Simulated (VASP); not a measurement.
Write the native input for VASP 6.6.1 that does the following.

```yaml
Task: single point
Functional: PBE
Dispersion: D3(BJ)
Potentials_or_basis: VASP PAW PBE potentials, release 64 (Na_pv)
Cutoff: 520 eV
k_mesh: 15 × 15 × 8
Occupations: gaussian, width 0.1 eV
Spin: no spin polarisation
Dipole_correction: no
Further_INCAR_settings: ALGO = Normal; EDIFF = 1e-07; NBANDS = 14
```

The structure of Na lies in POSCAR:

```
Na
1.0
    3.6398586341      0.0000000000      0.0000000000
   -1.8199293170      3.1522100434      0.0000000000
    0.0000000000      0.0000000000      5.9305875405
Na
2
Direct
    0.3333333333      0.6666666667      0.2500000000
    0.6666666667      0.3333333333      0.7500000000
```

One way to write it, as run:

INCAR

```
SYSTEM = Na
ALGO     = Normal         ! electronic algorithm
EDIFF    = 1E-7           ! SCF threshold, eV
ENCUT    = 520            ! plane-wave cutoff, eV
GGA      = PE             ! functional
ISIF     = 2              ! what is computed and relaxed
ISMEAR   = 0              ! smearing method
IVDW     = 12             ! dispersion correction
LASPH    = .True.         ! aspherical terms in the spheres
LCHARG   = .False.        ! write CHGCAR
LREAL    = .False.        ! projectors in reciprocal space
LWAVE    = .False.        ! write WAVECAR
NBANDS   = 14             ! bands
NELM     = 80             ! most SCF steps
PREC     = Accurate       ! precision mode
SIGMA    = 0.1            ! smearing width, eV
```

KPOINTS

```
k-points
0
Gamma
  15 15 8
  0 0 0
```

Potentials or basis: VASP PAW PBE potentials, release 64 (Na_pv).

Launch:

```console
$ cat potpaw_PBE.64/Na_pv/POTCAR > POTCAR
$ mpirun -np 1 vasp_std > vasp.out
```

Results of the run:

The pressure is 0.0 GPa and the band gap on the k mesh is zero (band 7 reaches 2.76 eV, above the bottom of band 8 at -1.78 eV). The dispersion energy per atom is -0.167 eV.

Caveat: pairwise dispersion overbinds metals, which lowers pressure and volume.

Wall time 61 s on 1 thread of Intel Xeon 6975P-C (shared host), peak memory 0.24 GiB.
